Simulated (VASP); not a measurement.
HfN, 2 atoms in the cell. Symmetry: Fm-3m, No. 225, cubic system. Conventional cell: a = 4.512 Å, b = 4.512 Å, c = 4.512 Å, α = 90.00°, β = 90.00°, γ = 90.00°. Hf (site symmetry m-3m) has 6 N at 2.26 Å within 3.0 Å. N (site symmetry m-3m) has 6 Hf at 2.26 Å within 3.0 Å. 

- Program: VASP 6.6.1
- Task: relaxation of cell and atoms
- Functional: PBEsol
- Potentials or basis: VASP PAW PBE potentials, release 64 (Hf_pv, N)
- Cutoff: 600 eV
- k mesh: 13 × 13 × 13
- Occupations: methfessel-paxton, width 0.1 eV
- Spin: no spin polarisation
- Dipole correction: no
- Further INCAR settings: ALGO = Normal; EDIFF = 1e-07; IBRION = 2; EDIFFG = -0.005; NSW = 80; ISIF = 3

Potentials or basis: VASP PAW PBE potentials, release 64 (Hf_pv, N).

Command:

```sh
$ cat potpaw_PBE.64/Hf_pv/POTCAR potpaw_PBE.64/N/POTCAR > POTCAR
$ mpirun -np 1 vasp_std > vasp.out
```

Hardware: 1 thread of Intel(R) Xeon(R) Platinum 8259CL CPU @ 2.50GHz (Skylake/Cascade Lake), with other jobs on the host.

Task: Estimate the wall time of this run.

Result: Wall time 56 s on 1 thread of Intel(R) Xeon(R) Platinum 8259CL CPU @ 2.50GHz (Skylake/Cascade Lake) (shared host), peak memory 0.19 GiB. Counts: scf iterations 29, k points 84, ion steps 3.
